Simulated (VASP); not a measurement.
# Sn (Im-3m) in VASP: a series of runs

Runs on Sn. Level: PBE. Tasks: single point.

Everything below comes from runs of VASP 6.6.1. Logs are shortened: lines on timing, memory, paths and dates and some standing lists are left out, and cuts for length are marked.

### Step 1. The cell of the first run

Symmetry: Im-3m, No. 229, cubic system. Conventional cell: a = 3.789 Å, b = 3.789 Å, c = 3.789 Å, α = 90.00°, β = 90.00°, γ = 90.00°. Within 4.3 Å of Sn (site symmetry m-3m) lie 14 Sn at 3.28 to 3.79 Å.

### Step 2. Single point, PBE

INCAR

```
SYSTEM = Sn
PREC = Accurate
ENCUT = 520
EDIFF = 1E-7
ISMEAR = 0
SIGMA = 0.020999999999999998
LREAL = .False.
LASPH = .True.
NELM = 100
ALGO = Normal
ISIF = 2
LWAVE = .False.
LCHARG = .False.
GGA = PE
NBANDS = 13
```

KPOINTS

```
regular mesh
0
Gamma
  10 10 10
  0 0 0
```

POSCAR

```
Sn
1.0
   -1.8946518192      1.8946518192      1.8946518192
    1.8946518192     -1.8946518192      1.8946518192
    1.8946518192      1.8946518192     -1.8946518192
Sn
1
Direct
    0.0000000000      0.0000000000      0.0000000000
```

Potentials or basis: VASP PAW PBE potentials, release 64 (Sn_d).

On the command line:

```sh
> cat potpaw_PBE.64/Sn_d/POTCAR > POTCAR
> mpirun -np 1 vasp_std > vasp.out
```

OUTCAR:

```text
SYSTEM = Sn
   PREC = Accurate
   ENCUT = 520
   EDIFF = 1E-7
   ISMEAR = 0
   LREAL = .False.
   LASPH = .True.
   NELM = 100
   ISIF = 2
   GGA = PE

 ion  position               nearest neighbor table
   1  0.000  0.000  0.000-

  LATTYP: Found a body centered cubic cell.
 ALAT       =     3.7893036384

  Lattice vectors:

 A1 = (  -1.8946518192,   1.8946518192,   1.8946518192)
 A2 = (   1.8946518192,  -1.8946518192,   1.8946518192)
 A3 = (   1.8946518192,   1.8946518192,  -1.8946518192)

Analysis of symmetry for initial positions (statically):
=====================================================================
 Subroutine PRICEL returns:
 Original cell was already a primitive cell.

 Routine SETGRP: Setting up the symmetry group for a
 body centered cubic supercell.

 Subroutine GETGRP returns: Found 48 space group operations
[... 9 lines left out ...]

 Routine SETGRP: Setting up the symmetry group for a
 body centered cubic supercell.

 Subroutine GETGRP returns: Found 48 space group operations
[... 11 lines left out ...]
                                     Primitive cell

  volume of cell :      27.2050

  direct lattice vectors                    reciprocal lattice vectors
    -1.894651819  1.894651819  1.894651819     0.000000000  0.263900731  0.263900731
     1.894651819 -1.894651819  1.894651819     0.263900731  0.000000000  0.263900731
     1.894651819  1.894651819 -1.894651819     0.263900731  0.263900731  0.000000000

  length of vectors
     3.281633214  3.281633214  3.281633214     0.373211993  0.373211993  0.373211993

  position of ions in fractional coordinates (direct lattice)
     0.000000000  0.000000000  0.000000000

  ion indices of the primitive-cell ions
   primitive index   ion index
                 1           1

----------------------------------------------------------------------------------------

 KPOINTS: regular mesh

Automatic generation of k-mesh.
 Grid dimensions read from file:
 generate k-points for:   10   10   10

 Generating k-lattice:

  Cartesian coordinates                     Fractional coordinates (reciprocal lattice)
     0.000000000  0.026390073  0.026390073     0.100000000  0.000000000  0.000000000
     0.026390073  0.000000000  0.026390073     0.000000000  0.100000000  0.000000000
     0.026390073  0.026390073  0.000000000     0.000000000  0.000000000  0.100000000

  Length of vectors
     0.037321199  0.037321199  0.037321199

  Shift w.r.t. Gamma in fractional coordinates (k-lattice)
     0.000000000  0.000000000  0.000000000

 Subroutine IBZKPT returns following result:
 ===========================================

 Found     47 irreducible k-points:

 Following reciprocal coordinates:
            Coordinates               Weight
  0.000000  0.000000  0.000000      1.000000
  0.100000  0.000000  0.000000     12.000000
  0.200000  0.000000  0.000000     12.000000
  0.300000  0.000000  0.000000     12.000000
  0.400000  0.000000  0.000000     12.000000
  0.500000  0.000000  0.000000      6.000000
[... 16 lines left out ...]
  0.300000  0.300000  0.100000      8.000000
 -0.300000  0.300000  0.100000     24.000000
 [... further k-points ...]
   k-points           NKPTS =     47   k-points in BZ     NKDIM =     47   number of bands    NBANDS=     13
   number of dos      NEDOS =    301   number of ions     NIONS =      1
   total plane-waves  NPLWV =  13824
   dimension x,y,z NGX =    24 NGY =   24 NGZ =   24
   dimension x,y,z NGXF=    48 NGYF=   48 NGZF=   48
   ions per type =               1
   NGX,Y,Z   is equivalent  to a cutoff of  12.16, 12.16, 12.16 a.u.
   NGXF,Y,Z  is equivalent  to a cutoff of  24.32, 24.32, 24.32 a.u.
 SYSTEM =  Sn
   PREC   = accura    normal or accurate (medium, high low for compatibility)
   ISTART =      0    job   : 0-new  1-cont  2-samecut
   ICHARG =      2    charge: 1-file 2-atom 10-const
   ISPIN  =      1    spin polarized calculation?
   LNONCOLLINEAR =      F non collinear calculations
   LSORBIT =      F    spin-orbit coupling
   LASPH  =      T    aspherical Exc in radial PAW
   ENCUT  =  520.0 eV  38.22 Ry    6.18 a.u.   6.10  6.10  6.10*2*pi/ulx,y,z
   NELM   =    100;   NELMIN=  2; NELMDL= -5     # of ELM steps
   EDIFF  = 0.1E-06   stopping-criterion for ELM
   LREAL  =      F    real-space projection
   EDIFFG = 0.1E-05   stopping-criterion for IOM
   NSW    =      0    number of steps for IOM
   IBRION =     -1    ionic relax: 0-MD 1-quasi-New 2-CG
   NFREE  =      0    steps in history (QN), initial steepest desc. (CG)
   ISIF   =      2    stress and relaxation
   ISYM   =      2    0-nonsym 1-usesym 2-fastsym
   POTIM  = 0.5000    time-step for ionic-motion
   TEBEG  =    0.0;   TEEND  =   0.0 temperature during run
   PSTRESS=    0.0 pullay stress
   NELECT =      14.0000    total number of electrons
   NUPDOWN=      -1.0000    fix difference up-down
   EMIN   =  10.00;   EMAX   =-10.00  energy-range for DOS
   EFERMI =   0.00;   METHOD = LEGACY
   ISMEAR =     0;   SIGMA  =   0.02  broadening in eV -4-tet -1-fermi 0-gaus
   EFERMI_NEDOS =   21; number of points for ismear=-14 and -15
   IALGO  =     38    algorithm
   IMIX   =      4    mixing-type and parameters
     AMIX     =   0.40;   BMIX     =  1.00
     AMIX_MAG =   1.60;   BMIX_MAG =  1.00
  volume/ion in A,a.u.               =      27.20       183.59
  Fermi-wavevector in a.u.,A,eV,Ry     =   1.311902  2.479136 23.416813  1.721087
  Thomas-Fermi vector in A             =   2.442332
   LORBIT       =      0    0 simple, 1 ext, 2 COOP (PROOUT), +10 PAW based schemes
   GGA     = PE    functional components
   LHFCALC =     F    Hartree Fock is set to
   AEXX    =    0.0000 exact exchange contribution
   IVDW    =     0    specifies the selected vdW correction
   LEPSILON=     F    determine dielectric tensor
   LRPA    =     F    only Hartree local field effects (RPA)
 non-spin polarized calculation
 Gauss-broadening in eV      SIGMA  =   0.02
  energy-cutoff  :      520.00
  volume of cell :       27.20
 maximum number of plane-waves:       751
   NGX = 13   NGY = 13   NGZ = 13

 number of electron      13.9999996 magnetization

 Free energy of the ion-electron system (eV)
  ---------------------------------------------------
  ext. energy  EPLUGINS =         0.00000000
  ---------------------------------------------------
  free energy    TOTEN  =        -3.75864993 eV

  energy without entropy =       -3.75833267  energy(sigma->0) =       -3.75849130

 E-fermi :   8.0700     XC(G=0): -10.3646

 val. band max:        8.0576072673   @ k =   0.3000   0.0000   0.0000
 cond. band min:       8.0788368190   @ k =   0.2000   0.2000   0.2000
 fundamental gap:      0.0212295517
 Fermi energy:         8.0700239330

 k-point     1 :       0.0000    0.0000    0.0000
  band No.  band energies     occupation
      1     -13.4902      2.00000
      2     -13.4902      2.00000
      3     -13.4902      2.00000
      4     -13.3524      2.00000
      5     -13.3524      2.00000
      6      -3.0015      2.00000
      7      16.0383      0.00000
      8      16.0383      0.00000
      9      16.0383      0.00000
     10      20.1930      0.00000
     11      20.1930      0.00000
     12      20.1930      0.00000
     13      20.8032      0.00000

 k-point     2 :       0.1000    0.0000    0.0000
  band No.  band energies     occupation
      1     -13.4946      2.00000
      2     -13.4840      2.00000
      3     -13.4697      2.00000
      4     -13.3573      2.00000
      5     -13.3531      2.00000
      6      -2.7836      2.00000
      7      14.3054      0.00000
      8      15.2498      0.00000
      9      15.7521      0.00000
     10      18.6112      0.00000
     11      18.9431      0.00000
     12      19.8578      0.00000
     13      21.5389      0.00000

 k-point     3 :       0.2000    0.0000    0.0000
  band No.  band energies     occupation
      1     -13.5059      2.00000
      2     -13.4706      2.00000
      3     -13.4152      2.00000
      4     -13.3673      2.00000
      5     -13.3547      2.00000
      6      -2.1290      2.00000
      7      11.1638      0.00000
      8      13.8816      0.00000
      9      15.0260      0.00000
     10      17.4308      0.00000
     11      17.7884      0.00000
     12      20.0346      0.00000
     13      22.0435      0.00000

 k-point     4 :       0.3000    0.0000    0.0000
  band No.  band energies     occupation
      1     -13.5200      2.00000
      2     -13.4644      2.00000
      3     -13.3709      2.00000
      4     -13.3565      2.00000
      5     -13.3469      2.00000
      6      -1.0418      2.00000
      7       8.0576      1.59695
      8      12.7050      0.00000
      9      14.2492      0.00000
     10      16.6381      0.00000
     11      16.9714      0.00000
     12      20.9144      0.00000
     13      22.7087      0.00000

 k-point     5 :       0.4000    0.0000    0.0000
  band No.  band energies     occupation
      1     -13.5313      2.00000
      2     -13.4694      2.00000
      3     -13.3646      2.00000
      4     -13.3579      2.00000
      5     -13.2909      2.00000
      6       0.4315      2.00000
      7       5.3236      2.00000
      8      11.9435      0.00000
      9      13.7084      0.00000
     10      16.1789      0.00000
     11      16.4862      0.00000
     12      22.1858      0.00000
     13      23.5242      0.00000
[... 257 lines left out ...]
 k-point    22 :      -0.2000    0.2000    0.1000
  band No.  band energies     occupation
      1     -13.4849      2.00000
      2     -13.4605      2.00000
      3     -13.4184      2.00000
      4     -13.3810      2.00000
      5     -13.3546      2.00000
      6      -1.9115      2.00000
      7      11.2779      0.00000
      8      13.0674      0.00000
      9      13.8740      0.00000
     10      16.8979      0.00000
     11      18.9051      0.00000
     12      19.3491      0.00000
     13      22.7660      0.00000

 k-point    23 :       0.3000    0.3000    0.1000
  band No.  band energies     occupation
      1     -13.4909      2.00000
      2     -13.3935      2.00000
      3     -13.3935      2.00000
      4     -13.3532      2.00000
      5     -13.3532      2.00000
      6       2.7184      2.00000
      7       5.8040      2.00000
      8       5.8040      2.00000
      9       9.7137      0.00000
     10      22.0398      0.00000
     11      22.9319      0.00000
     12      22.9319      0.00000
     13      26.6540      0.00000

 k-point    24 :      -0.3000    0.3000    0.1000
  band No.  band energies     occupation
      1     -13.4980      2.00000
      2     -13.4533      2.00000
      3     -13.3846      2.00000
      4     -13.3611      2.00000
      5     -13.3496      2.00000
      6      -0.8264      2.00000
      7       8.2376      0.00000
      8      11.9273      0.00000
      9      13.2336      0.00000
     10      17.0750      0.00000
     11      18.0821      0.00000
     12      19.0585      0.00000
     13      24.8501      0.00000

 [... further k-points ...]
[... 5 lines left out ...]
  --------------------------------------------------------------------------------------
  -------------------------------------------------------------------------------------
  Total        0.1030290      0.1030290      0.1030290     -0.0000000     -0.0000000      0.0000000
  in kB        6.0676670      6.0676670      6.0676670     -0.0000000     -0.0000000      0.0000000
  external PRESSURE =       6.0676670 kB  Pullay stress =       0.0000000 kB

 VOLUME and BASIS-vectors are now :
 -----------------------------------------------------------------------------
  energy-cutoff  :      520.00
  volume of cell :       27.20
      direct lattice vectors                 reciprocal lattice vectors
    -1.894651819  1.894651819  1.894651819     0.000000000  0.263900731  0.263900731
     1.894651819 -1.894651819  1.894651819     0.263900731  0.000000000  0.263900731
     1.894651819  1.894651819 -1.894651819     0.263900731  0.263900731  0.000000000

 POSITION                                       TOTAL-FORCE (eV/Angst)
 -----------------------------------------------------------------------------------
      0.00000      0.00000      0.00000         0.000000      0.000000      0.000000
 -----------------------------------------------------------------------------------
    total drift:                               -0.000000      0.000000      0.000000

  FREE ENERGIE OF THE ION-ELECTRON SYSTEM (eV)
  ---------------------------------------------------
  free  energy   TOTEN  =        -3.7586499338 eV

  energy  without entropy=       -3.7583326742  energy(sigma->0) =       -3.75849130
```

Run time: 7.2 s. Hardware: 1 thread of Intel Xeon Platinum 8259CL at 2.50GHz (Skylake/Cascade Lake), shared host; peak memory 0.14 GiB.

What came out:

```
Free energy            : -3.7586 eV
Pressure               : 0.6 GPa
Band gap on the k mesh : zero (band 7 reaches 16.04 eV, above the bottom of band 8 at 5.80 eV)
```

Levels at points of the mesh, in eV from the Fermi level:
```tsv
k point	band 3	band 4	band 5	band 6	band 7	band 8	band 9	band 10	band 11	band 12
(0.00, 0.00, 0.00)	-21.56	-21.42	-21.42	-11.07	7.97	7.97	7.97	12.12	12.12	12.12
(0.50, 0.00, 0.00)	-21.43	-21.43	-21.34	-6.40	-4.41	3.61	5.45	7.96	8.26	14.97
(0.50, 0.50, 0.50)	-21.36	-21.36	-21.36	-2.47	-0.47	-0.47	-0.47	3.84	3.84	18.20
```

Caveat: spin-orbit coupling is left out, which moves the levels of the heavy elements.

(Continued in part 2 of 2.)
